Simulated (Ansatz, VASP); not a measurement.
One calculation of LaHg2, two programs

The input INCAR:

```
SYSTEM = LaHg2
ALGO = Normal ; EDIFF = 1E-6
ENCUT = 520 ; GGA = CA
ISIF = 2 ; ISMEAR = -1
LASPH = .True. ; LCHARG = .False.
LREAL = .False. ; LWAVE = .False.
NBANDS = 24 ; NELM = 100
PREC = Accurate ; SIGMA = 0.08
```

KPOINTS

```
k-points
0
Gamma
  8 8 9
  0 0 0
```

Contents of POSCAR:

```
LaHg2
1.0
    4.9414162308      0.0000000000      0.0000000000
   -2.4707081154      4.2793919866      0.0000000000
    0.0000000000      0.0000000000      3.6278259960
La Hg
1 2
Direct
    0.0000000000      0.0000000000      0.0000000000
    0.3333333333      0.6666666667      0.5000000000
    0.6666666667      0.3333333333      0.5000000000
```

Input for Ansatz:

```yaml
crystal:
  lattice:
    - [4.9414162308, 0.0, 0.0]
    - [-2.4707081154, 4.2793919866, 0.0]
    - [0.0, 0.0, 3.627825996]
  atoms:
    - { symbol: La, position: [0.0, 0.0, 0.0] }
    - { symbol: Hg, position: [0.3333333333, 0.6666666667, 0.5] }
    - { symbol: Hg, position: [0.6666666667, 0.3333333333, 0.5] }
kpoints:
  mp_grid: { grid: [8, 8, 9] }
  band_path:
    path:
      - [0.0, 0.0, 0.0]
      - [0.5, 0.0, 0.0]
      - [0.3333333333, 0.3333333333, 0.0]
      - [0.0, 0.0, 0.0]
      - [0.0, 0.0, 0.5]
      - [0.5, 0.0, 0.5]
      - [0.3333333333, 0.3333333333, 0.5]
      - [0.0, 0.0, 0.5]
      - [0.5, 0.0, 0.5]
    npoints: 5
scf:
  occupations: { method: fermi_dirac, width: 0.08 }
hamiltonian:
  xc: lda
  pseudopotentials: { kind: all_electron, lapw: { basis_error: 0.001 } }
output:
  forces: true
  stress: true
  eigenvalues: true
```

Change from the starting cell: volume scaled by 0.99.

Alike in both runs: task single point; functional LDA; k mesh 8 × 8 × 9; occupations fermi-dirac, width 0.08 eV; no spin polarisation.

|  | VASP | Ansatz |
| --- | --- | --- |
| version | VASP 6.6.1 | Ansatz 0.2.0 |
| potentials or method | VASP PAW LDA potentials, release 64 (La, Hg), cutoff 520 eV | all-electron LAPW, scalar-relativistic |

|  | VASP | Ansatz | Ansatz less VASP |
| --- | --- | --- | --- |
| pressure (GPa) | -1.9 | -2.4 | -0.44 |
| traceless stress, the component that is largest in VASP (GPa) | -1.09 | -0.81 | +0.288 |

LDA's correlation is that of Perdew and Zunger in VASP and of Perdew and Wang (1992) in Ansatz. Ansatz ran all-electron here, and VASP with PAW potentials.

Spin-orbit coupling is off throughout.
